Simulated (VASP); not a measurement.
## MoS2: single point with LDA

System: MoS2, a sheet with vacuum.

```
S Mo
1.0
     3.16000    0.00000    0.00000
    -1.58000    2.73664    0.00000
     0.00000    0.00000   24.27000
S Mo
4 2
Direct
  0.33333 0.66667 0.30902
  0.33333 0.66667 0.43758
  0.66667 0.33333 0.56242
  0.66667 0.33333 0.69098
  0.66667 0.33333 0.37330
  0.33333 0.66667 0.62670
```

```json
{
  "Program": "VASP 6.6.1",
  "Task": "single point",
  "Functional": "LDA",
  "Potentials or basis": "VASP PAW LDA potentials, release 64 (S, Mo_sv)",
  "Cutoff": "400 eV",
  "k mesh": "12 × 12 × 1",
  "Occupations": "gaussian, width 0.01 eV",
  "Spin": "no spin polarisation"
}
```

```json
{
  "Largest force": "0.391 eV/Å",
  "Band gap on the k mesh": "1.23 eV (least direct gap 1.71 eV)"
}
```

Forces in eV/Å, atoms in the order of the input:
```
S    0.000  0.000  0.391
S    0.000  0.000 -0.312
S    0.000  0.000  0.312
S    0.000  0.000 -0.391
Mo   0.000  0.000 -0.033
Mo   0.000  0.000  0.033
```

Levels at points of the mesh, in eV from the valence-band top:
```
           k point  band 24  band 25  band 26  band 27  band 28  band 29
(0.00, 0.00, 0.00)    -1.76    -0.71     0.00     2.33     2.33     2.35
(0.50, 0.00, 0.00)    -1.34    -1.15    -1.10     1.83     1.85     2.28
```

Wall time 3.3 min on 1 thread of AMD EPYC 7R43 64-Core Processor (Zen 3), on a shared host, peak memory 0.23 GiB.
